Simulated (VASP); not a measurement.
Runs of VASP 6.6.1 on Sb. The structure is that of space group Pm-3m (No. 221), or close to it. The cells are those of the table. This isn't the form of Sb at room conditions, which is rhombohedral.

```tsv
task	cell	k mesh	gap on the mesh (eV)	pressure (GPa)
single point	a = 2.979 Å, 1 atom	14 × 14 × 14	none	4.9
single point	a = 3.130 Å, 1 atom	14 × 14 × 14	none	(b)
single point	a = 3.101 Å, 1 atom	14 × 14 × 14	none	-3.1
single point	a = 3.072 Å, 1 atom	14 × 14 × 14	none	-1.6
single point	a = 2.947 Å, 1 atom	14 × 14 × 14	none	(c)
single point	a = 3.042 Å, 1 atom	14 × 14 × 14	none	0.2
single point	a = 3.011 Å, 1 atom	14 × 14 × 14	none	(a)
relaxation of cell and atoms	relaxed from a = 3.083 Å, 1 atom	14 × 14 × 14	none	0.0
single point	a = 3.083 Å, 1 atom	6 × 6 × 6	none	-1.8
```

Alike in all rows: level LDA; potentials or basis VASP PAW LDA potentials, release 64 (Sb); no spin polarisation; cutoff (eV) 500; smearing gaussian 0.1 eV.

Task: Fill in the values left out.

Result: (a) 2.3; (b) -4.5; (c) 7.8.

Caveats: spin-orbit coupling is left out, which moves the levels of the heavy elements; the cell stands under pressure (at least some runs); the cell stands under tension (at least some runs).

A k mesh can miss the band edges, and the runs leave out spin-orbit coupling on Sb.

A gap of «none» marks levels without a gap at the run's occupations.
